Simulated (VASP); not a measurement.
Crystal: SbTe2O.

```xyz
4
Lattice="4.3838 0.0000 0.0000 0.0000 4.3838 0.0000 0.0000 0.0000 5.9827" Properties=species:S:1:pos:R:3 pbc="T T T"
Sb    0.0000    0.0000    0.0000
Te    0.0000    0.0000    2.9913
Te    2.1919    2.1919    0.0000
O     2.1919    2.1919    2.9913
```

* Program: VASP 6.6.1
* Task: relaxation of cell and atoms
* Functional: PBE
* Potentials or basis: VASP PAW PBE potentials, release 64 (Sb, Te, O)
* Cutoff: 600 eV
* k mesh: 4 × 4 × 4
* Occupations: gaussian, width 0.1 eV
* Spin: no spin polarisation

At the start: pressure -5.0 GPa; volume 28.74 Å³/atom.

Question: Where does the relaxation end?

Answer: Over 9 steps the energy falls by 69.0 meV/atom and the volume is 25.68 Å³/atom (-10.6 %); space group P4/mmm (No. 123, to 0.05 Å).

The path:
| step | energy change (eV) | largest force (eV/Å) | pressure (GPa) | volume (Å³) |
| --- | --- | --- | --- | --- |
| 1 | 0.0000 | 0.0000 | -4.95 | 114.97 |
| 2 | -0.2134 | 0.0000 | 1.31 | 100.80 |
| 3 | -0.2194 | 0.0000 | 0.24 | 102.58 |
| 4 | -0.2474 | 0.0000 | 0.34 | 102.24 |
| 5 | -0.2684 | 0.0000 | 1.03 | 101.05 |
| 6 | -0.2723 | 0.0000 | 0.82 | 101.34 |
| 7 | -0.2728 | 0.0000 | 0.74 | 101.45 |
| 8 | -0.2739 | 0.0000 | -0.57 | 103.79 |
| 9 | -0.2758 | 0.0000 | -0.01 | 102.73 |

Final structure:
```
CELL_PARAMETERS angstrom
4.10579 0.00000 0.00000
0.00000 4.10579 0.00000
0.00000 0.00000 6.09420
ATOMIC_POSITIONS crystal
Sb 0.00000 0.00000 0.00000
Te 0.00000 0.00000 0.50000
Te 0.50000 0.50000 0.00000
O 0.50000 0.50000 0.50000
```
